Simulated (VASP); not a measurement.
# SnSe (Fm-3m) in VASP: notebook, part 3 of 3

VASP 6.6.1.

## Step 6: Single point, PBE

This run uses another cell than the first one, of 27.83 Å³/atom, 1.042 times its volume.

Input file INCAR:

```
  PREC = Accurate
  ENCUT = 520
  EDIFF = 1E-6
  ISMEAR = 0
  SIGMA = 0.05
  LREAL = F
  LASPH = T
  NELM = 100
  ALGO = Normal
  ISIF = 2
  LWAVE = F
  LCHARG = F
  GGA = PE
  NBANDS = 17
```

Input file KPOINTS:

```
regular mesh
0
Gamma
  10 10 10
```

Input file POSCAR:

```
SnSe
1.0
    0.0000000000      3.0305349680      3.0305349680
    3.0305349680      0.0000000000      3.0305349680
    3.0305349680      3.0305349680      0.0000000000
Sn Se
1 1
Direct
    0.0000000000      0.0000000000      0.0000000000
    0.5000000000      0.5000000000      0.5000000000
```

Potentials or basis: VASP PAW PBE potentials, release 64 (Sn_d, Se).

Command:

```bash
> cat potpaw_PBE.64/Sn_d/POTCAR potpaw_PBE.64/Se/POTCAR > POTCAR
> mpirun -np 1 vasp_std > vasp.out
```

OUTCAR:

```text
PREC = Accurate
   ENCUT = 520
   EDIFF = 1E-6
   ISMEAR = 0
   LREAL = F
   LASPH = T
   NELM = 100
   ISIF = 2
   GGA = PE

 ion  position               nearest neighbor table
   1  0.000  0.000  0.000-   2 3.03   2 3.03   2 3.03   2 3.03   2 3.03   2 3.03
   2  0.500  0.500  0.500-   1 3.03   1 3.03   1 3.03   1 3.03   1 3.03   1 3.03

  LATTYP: Found a face centered cubic cell.
 ALAT       =     6.0610699360

  Lattice vectors:

 A1 = (   0.0000000000,   3.0305349680,   3.0305349680)
 A2 = (   3.0305349680,   0.0000000000,   3.0305349680)
 A3 = (   3.0305349680,   3.0305349680,   0.0000000000)

Analysis of symmetry for initial positions (statically):
=====================================================================
 Subroutine PRICEL returns:
 Original cell was already a primitive cell.

 Routine SETGRP: Setting up the symmetry group for a
 face centered cubic supercell.

 Subroutine GETGRP returns: Found 48 space group operations
 (whereof 48 operations were pure point group operations)
 out of a pool of 48 trial point group operations.

The static configuration has the point symmetry O_h .

Analysis of symmetry for dynamics (positions and initial velocities):
=====================================================================
 Subroutine PRICEL returns:
 Original cell was already a primitive cell.

 Routine SETGRP: Setting up the symmetry group for a
 face centered cubic supercell.

 Subroutine GETGRP returns: Found 48 space group operations
 (whereof 48 operations were pure point group operations)
 out of a pool of 48 trial point group operations.

The dynamic configuration has the point symmetry O_h .

 Subroutine INISYM returns: Found 48 space group operations
 (whereof 48 operations are pure point group operations),
 and found     1 'primitive' translations

[... 106 lines left out ...]
   NUPDOWN=      -1.0000    fix difference up-down
   EMIN   =  10.00;   EMAX   =-10.00  energy-range for DOS
   EFERMI =   0.00;   METHOD = LEGACY
   ISMEAR =     0;   SIGMA  =   0.05  broadening in eV -4-tet -1-fermi 0-gaus
   EFERMI_NEDOS =   21; number of points for ismear=-14 and -15
   IALGO  =     38    algorithm
   IMIX   =      4    mixing-type and parameters
     AMIX     =   0.40;   BMIX     =  1.00
     AMIX_MAG =   1.60;   BMIX_MAG =  1.00
  volume/ion in A,a.u.               =      27.83       187.83
  Fermi-wavevector in a.u.,A,eV,Ry     =   1.163828  2.199316 18.429037  1.354496
  Thomas-Fermi vector in A             =   2.300373
   LORBIT       =      0    0 simple, 1 ext, 2 COOP (PROOUT), +10 PAW based schemes
   GGA     = PE    functional components
   LHFCALC =     F    Hartree Fock is set to
   AEXX    =    0.0000 exact exchange contribution
   IVDW    =     0    specifies the selected vdW correction
   LEPSILON=     F    determine dielectric tensor
   LRPA    =     F    only Hartree local field effects (RPA)
 non-spin polarized calculation
 Gauss-broadening in eV      SIGMA  =   0.05
  energy-cutoff  :      520.00
  volume of cell :       55.67
 maximum number of plane-waves:      1524
   NGX = 15   NGY = 15   NGZ = 15

 number of electron      19.9999999 magnetization

 Free energy of the ion-electron system (eV)
  ---------------------------------------------------
  ext. energy  EPLUGINS =         0.00000000
  ---------------------------------------------------
  free energy    TOTEN  =        -8.21696419 eV

  energy without entropy =       -8.21696419  energy(sigma->0) =       -8.21696419

 E-fermi :   5.6194     XC(G=0):  -9.5046

 val. band max:        5.3764784207   @ k =   0.5000   0.0000   0.0000
 cond. band min:       5.8650560964   @ k =  -0.4000   0.1000   0.0000
 fundamental gap:      0.4885776756
 Fermi energy:         5.6194053292

 k-point     1 :       0.0000    0.0000    0.0000
  band No.  band energies     occupation
      1     -16.2464      2.00000
      2     -16.2464      2.00000
      3     -16.2464      2.00000
      4     -16.2433      2.00000
      5     -16.2433      2.00000
      6      -8.3615      2.00000
[... 457 lines left out ...]
      4     -16.2343      2.00000
      5     -16.2334      2.00000
      6      -7.4756      2.00000
[... 9 lines left out ...]
     16      15.9504      0.00000
     17      16.6550      0.00000

 [... further k-points ...]
[... 5 lines left out ...]
  --------------------------------------------------------------------------------------
  -------------------------------------------------------------------------------------
  Total       -0.0067655     -0.0067655     -0.0067655      0.0000000      0.0000000     -0.0000000
  in kB       -0.1947256     -0.1947256     -0.1947256      0.0000000      0.0000000     -0.0000000
  external PRESSURE =      -0.1947256 kB  Pullay stress =       0.0000000 kB

 VOLUME and BASIS-vectors are now :
 -----------------------------------------------------------------------------
  energy-cutoff  :      520.00
  volume of cell :       55.67
      direct lattice vectors                 reciprocal lattice vectors
     0.000000000  3.030534968  3.030534968    -0.164987372  0.164987372  0.164987372
     3.030534968  0.000000000  3.030534968     0.164987372 -0.164987372  0.164987372
     3.030534968  3.030534968  0.000000000     0.164987372  0.164987372 -0.164987372

 POSITION                                       TOTAL-FORCE (eV/Angst)
 -----------------------------------------------------------------------------------
      0.00000      0.00000      0.00000         0.000000      0.000000      0.000000
      3.03053      3.03053      3.03053        -0.000000     -0.000000     -0.000000
 -----------------------------------------------------------------------------------
    total drift:                                0.000000     -0.000000     -0.000000

  FREE ENERGIE OF THE ION-ELECTRON SYSTEM (eV)
  ---------------------------------------------------
  free  energy   TOTEN  =        -8.2169641938 eV

  energy  without entropy=       -8.2169641938  energy(sigma->0) =       -8.21696419
```

OSZICAR:

```text
N       E                     dE             d eps       ncg     rms          rms(c)
DAV:   1     0.133447660425E+03    0.13345E+03   -0.98419E+03  1606   0.144E+03
DAV:   2     0.463797079642E+01   -0.12881E+03   -0.12474E+03  1710   0.349E+02
DAV:   3    -0.805855028719E+01   -0.12697E+02   -0.12604E+02  1886   0.953E+01
DAV:   4    -0.840557157296E+01   -0.34702E+00   -0.34675E+00  1986   0.164E+01
DAV:   5    -0.841489458121E+01   -0.93230E-02   -0.93224E-02  2288   0.266E+00    0.298E+00
DAV:   6    -0.821553381720E+01    0.19936E+00   -0.49868E-01  2273   0.398E+00    0.174E+00
DAV:   7    -0.821469975305E+01    0.83406E-03   -0.86272E-02  1826   0.129E+00    0.897E-01
DAV:   8    -0.821713997126E+01   -0.24402E-02   -0.96218E-03  1957   0.858E-01    0.134E-01
DAV:   9    -0.821687143953E+01    0.26853E-03   -0.15832E-03  2217   0.314E-01    0.565E-02
DAV:  10    -0.821695728020E+01   -0.85841E-04   -0.19786E-04  1898   0.794E-02    0.128E-02
DAV:  11    -0.821696379769E+01   -0.65175E-05   -0.17864E-05  2164   0.368E-02    0.255E-03
DAV:  12    -0.821696419382E+01   -0.39614E-06   -0.14254E-06  1784   0.121E-02
   1 F= -.82169642E+01 E0= -.82169642E+01  d E =-.294982E-13
```

Run time: 27 s. Hardware: 1 thread of AMD EPYC 9R14 (Zen 4), shared host; peak memory 0.17 GiB.

Results:

| Property | Result |
| --- | --- |
| Free energy | -8.2170 eV |
| Pressure | 0.0 GPa |
| Band gap on the k mesh | 0.49 eV, indirect (least direct gap 0.50 eV) |

Caveat: spin-orbit coupling is left out, which moves the levels of the heavy elements. A k mesh can miss the band edges.

## Step 7: The runs side by side

```tsv
cell	gap on the mesh (eV)	pressure (GPa)
a = 4.228 Å, angles 60.0°, 2 atoms	0.52	2.1
a = 4.257 Å, angles 60.0°, 2 atoms	0.50	1.0
a = 4.271 Å, angles 60.0°, 2 atoms	0.50	0.5
a = 4.277 Å, angles 60.0°, 2 atoms	0.49	0.3
a = 4.286 Å, angles 60.0°, 2 atoms	0.49	0.0
```

Alike in all rows: task single point; level PBE; potentials or basis VASP PAW PBE potentials, release 64 (Sn_d, Se); no spin polarisation; k mesh 10 × 10 × 10; cutoff (eV) 520; smearing gaussian 0.05 eV.

Caveats: spin-orbit coupling is left out, which moves the levels of the heavy elements.

Total energies depend on the potentials used, so only differences within one code and one set of settings carry meaning.
